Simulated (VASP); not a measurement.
The system is La6N.

```
CELL_PARAMETERS angstrom
3.60000 0.00000 0.00000
0.00000 3.60000 0.00000
0.00000 0.00000 14.50000
ATOMIC_POSITIONS crystal
La 0.50000 0.50000 0.83330
La 0.50000 0.50000 0.16670
La 0.00000 0.00000 0.00000
La 0.00000 0.00000 0.66670
La 0.00000 0.00000 0.33330
La 0.50000 0.50000 0.50000
N 0.50000 0.50000 0.00000
```

| Property | Result |
| --- | --- |
| Program | VASP 6.6.1 |
| Task | relaxation of cell and atoms |
| Functional | PBE |
| Potentials or basis | VASP PAW PBE potentials, release 64 (La, N) |
| Cutoff | 600 eV |
| k mesh | 5 × 5 × 2 |
| Occupations | gaussian, width 0.2 eV |
| Spin | no spin polarisation |

At the start: pressure 8.2 GPa; volume 26.85 Å³/atom.

Q: How do energy, volume and symmetry change on relaxing?

A: Over 11 steps the energy falls by 127.0 meV/atom and the volume is 32.39 Å³/atom (+20.7 %); space group P4/mmm (No. 123, to 0.1 Å) before and after.

Step by step:
```tsv
step	energy change (eV)	largest force (eV/Å)	pressure (GPa)	volume (Å³)
1	0.0000	0.2196	8.15	187.92
2	-0.7401	0.6153	-1.27	227.56
3	-0.7681	0.5114	-0.02	220.38
4	-0.7679	0.5220	-0.16	221.06
5	-0.7997	0.4669	-0.13	221.54
6	-0.8474	0.1216	0.14	222.91
7	-0.8645	0.0921	-0.02	224.66
8	-0.8823	0.0367	-0.33	228.07
9	-0.8837	0.0228	-0.42	229.26
10	-0.8827	0.1343	0.59	224.08
11	-0.8890	0.0584	0.05	226.76
```

Final structure:
```yaml
crystal:
  lattice:
    - [3.84163, 0.00000, 0.00000]
    - [0.00000, 3.84163, 0.00000]
    - [0.00000, 0.00000, 15.36488]
  atoms:
    - { symbol: La, position: [0.50000, 0.50000, 0.84607] }
    - { symbol: La, position: [0.50000, 0.50000, 0.15393] }
    - { symbol: La, position: [0.00000, 0.00000, 0.00000] }
    - { symbol: La, position: [0.00000, 0.00000, 0.66056] }
    - { symbol: La, position: [0.00000, 0.00000, 0.33944] }
    - { symbol: La, position: [0.50000, 0.50000, 0.50000] }
    - { symbol: N, position: [0.50000, 0.50000, 0.00000] }
```

Caveat: the volume moved by over 15 % at a fixed basis, so the end points are rough; the relaxation stopped at a loose force limit of 0.08 eV/Å, so its end isn't a converged minimum.
